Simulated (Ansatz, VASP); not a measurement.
One calculation of Pt, two programs

The input INCAR:

```
SYSTEM = Pt
PREC = Accurate
ENCUT = 520
EDIFF = 1E-6
ISMEAR = 0
SIGMA = 0.15
LREAL = .FALSE.
LASPH = .TRUE.
NELM = 60
ALGO = Fast
ISIF = 2
LWAVE = .FALSE.
LCHARG = .FALSE.
GGA = CA
NBANDS = 11
```

KPOINTS

```
Automatic mesh
0
G
  24 24 24
  0 0 0
```

File POSCAR:

```
Pt
1.0
   -1.4114506192      1.4114506192      1.9957911756
    1.4114506192     -1.4114506192      1.9957911756
    1.4114506192      1.4114506192     -1.9957911756
Pt
1
Direct
    0.0000000000      0.0000000000      0.0000000000
```

Input for Ansatz:

```yaml
crystal:
  lattice:
    - [-1.4114506192, 1.4114506192, 1.9957911756]
    - [1.4114506192, -1.4114506192, 1.9957911756]
    - [1.4114506192, 1.4114506192, -1.9957911756]
  atoms:
    - { symbol: Pt, position: [0.0, 0.0, 0.0] }
basis:
  ecutwfc: 420
kpoints:
  mp_grid: { grid: [24, 24, 24] }
hamiltonian:
  xc: lda
scf:
  occupations: { method: gaussian, width: 0.15 }
output:
  forces: true
  stress: true
  eigenvalues: true
```

Alike in both runs: task single point; functional LDA; k mesh 24 × 24 × 24; occupations gaussian, width 0.15 eV; no spin polarisation.

|  | VASP | Ansatz |
| --- | --- | --- |
| version | VASP 6.6.1 | Ansatz 0.2.0 |
| potentials or method | VASP PAW LDA potentials, release 64 (Pt), cutoff 520 eV | scalar-relativistic, plane waves, PAW |
| valence electrons in the cell | 10 | 18 |

|  | VASP | Ansatz | Ansatz less VASP |
| --- | --- | --- | --- |
| gap on the k mesh at the Fermi level (eV) | none | none | - |
| pressure (GPa) | -18.1 | -18.7 | -0.54 |

LDA's correlation is that of Perdew and Zunger in VASP and of Perdew and Wang (1992) in Ansatz. A gap of «none» marks a metal or a gap that the smearing closes. VASP's potentials hold 10 valence electrons a cell and Ansatz's 18, so a difference there can come from the potentials and not from the codes.

Spin-orbit coupling is off throughout.
